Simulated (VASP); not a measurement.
**CaSn2Se3: single point with r2SCAN**

The system is CaSn2Se3.

```
Sn Se Ca
1.0
    -2.09884    2.09884    8.94254
     2.09884   -2.09884    8.94254
     2.09884    2.09884   -8.94254
Sn Se Ca
2 3 1
Direct
  0.83460 0.83460 0.00000
  0.16540 0.16540 0.00000
  0.66473 0.66473 0.00000
  0.00000 0.00000 0.00000
  0.33527 0.33527 0.00000
  0.50000 0.50000 0.00000
```

```
Program                : VASP 6.6.1
Task                   : single point
Functional             : r2SCAN
Potentials or basis    : VASP PAW PBE potentials, release 64 (Sn_d, Se, Ca_sv)
Cutoff                 : 520 eV
k mesh                 : 8 × 8 × 8
Occupations            : gaussian, width 0.01 eV
Spin                   : no spin polarisation
Dipole correction      : no
Further INCAR settings : ALGO = Normal; EDIFF = 1e-07; NBANDS = 37
```

| Quantity | Value |
| --- | --- |
| Pressure | 1.8 GPa |
| Largest force | 0.026 eV/Å |
| Band gap on the k mesh | 0.45 eV |

Forces on the atoms (eV/Å):
```
Sn   0.000  0.000 -0.016
Sn   0.000  0.000  0.016
Se   0.000  0.000  0.026
Se   0.000  0.000  0.000
Se   0.000  0.000 -0.026
Ca   0.000  0.000  0.000
```

Levels at points of the mesh, in eV from the valence-band top:
| k point | band 25 | band 26 | band 27 | band 28 | band 29 | band 30 | band 31 | band 32 |
| --- | --- | --- | --- | --- | --- | --- | --- | --- |
| (0.00, 0.00, 0.00) | -3.17 | -2.18 | -2.15 | -2.15 | 1.34 | 2.55 | 3.39 | 3.40 |
| (0.50, 0.00, 0.00) | -2.48 | -2.44 | -0.34 | -0.08 | 0.47 | 0.82 | 1.22 | 1.47 |
| (0.50, 0.50, 0.00) | -3.51 | -3.32 | -3.15 | -1.64 | 1.80 | 1.98 | 2.41 | 4.07 |
| (0.50, 0.50, 0.50) | -2.73 | -2.26 | -2.26 | -1.06 | 1.32 | 1.53 | 3.28 | 3.39 |

Wall time 46 min on 1 thread of Intel(R) Xeon(R) 6975P-C (Granite Rapids) (shared host), peak memory 0.99 GiB.

Caveat: semilocal functionals underestimate gaps, and a narrow one can read as zero; the PAW data sets were made with another functional, which shifts forces and pressure a little; spin-orbit coupling is left out, which moves the levels of the heavy elements. A k mesh can miss the band edges.
